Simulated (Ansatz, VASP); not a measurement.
# Two plane-wave programs on Cd

File INCAR:

```
  ALGO = Normal
  EDIFF = 1E-6
  ENCUT = 520
  ISIF = 2
  ISMEAR = -1
  LASPH = T
  LCHARG = F
  LREAL = F
  LWAVE = F
  NBANDS = 32
  NELM = 60
  PREC = Accurate
  SIGMA = 0.1
```

File KPOINTS:

```
k-points
0
Gamma
  13 13 4
```

File POSCAR:

```
Cd
1.0
    3.0679107525      0.0000000000      0.0000000000
   -1.5339553762      2.6568886482      0.0000000000
    0.0000000000      0.0000000000      9.7487876196
Cd
4
Direct
    1.0000000000      0.0000000000      1.0000000000
    1.0000000000      1.0000000000      0.5000000000
    0.3333333333      0.6666666667      0.2500000000
    0.6666666667      0.3333333333      0.7500000000
```

Input for Ansatz:

```yaml
crystal:
  lattice:
    - [3.0679107525, 0.0, 0.0]
    - [-1.5339553762, 2.6568886482, 0.0]
    - [0.0, 0.0, 9.7487876196]
  atoms:
    - { symbol: Cd, position: [1.0, 0.0, 1.0] }
    - { symbol: Cd, position: [1.0, 1.0, 0.5] }
    - { symbol: Cd, position: [0.3333333333, 0.6666666667, 0.25] }
    - { symbol: Cd, position: [0.6666666667, 0.3333333333, 0.75] }
hamiltonian:
  xc: lda
  pseudopotentials:
    kind: paw
    azcp:
      Cd: "pseudopotentials/Cd.paw.azcp"
basis:
  ecutwfc: 420
  fft_grid_basis: typed
kpoints:
  mp_grid: { grid: [13, 13, 4], shift: [0, 0, 0] }
magnetization:
  spin_polarized: false
scf:
  occupations: { method: fermi_dirac, width: 0.1 }
  lower_state_search: "off"
output:
  stress: true
```

Alike in both runs: task single point; functional LDA; k mesh 13 × 13 × 4; occupations fermi-dirac, width 0.1 eV; no spin polarisation.

|  | VASP | Ansatz |
| --- | --- | --- |
| version | VASP 6.6.1 | Ansatz 0.2.0 |
| potentials or method | VASP PAW LDA potentials, release 64 (Cd), cutoff 520 eV | plane waves (420 eV) with PAW, scalar-relativistic |
| valence electrons in the cell | 48 | 80 |

|  | VASP | Ansatz | Ansatz less VASP |
| --- | --- | --- | --- |
| pressure (GPa) | 0.8 | 0.1 | -0.63 |
| traceless stress, the component that is largest in VASP (GPa) | 0.16 | 0.13 | -0.030 |

Ansatz warns that its potentials were made for another functional, while VASP's fit it. LDA's correlation is that of Perdew and Zunger in VASP and of Perdew and Wang (1992) in Ansatz. VASP's potentials hold 48 valence electrons a cell and Ansatz's 80, so a difference there can come from the potentials and not from the codes.
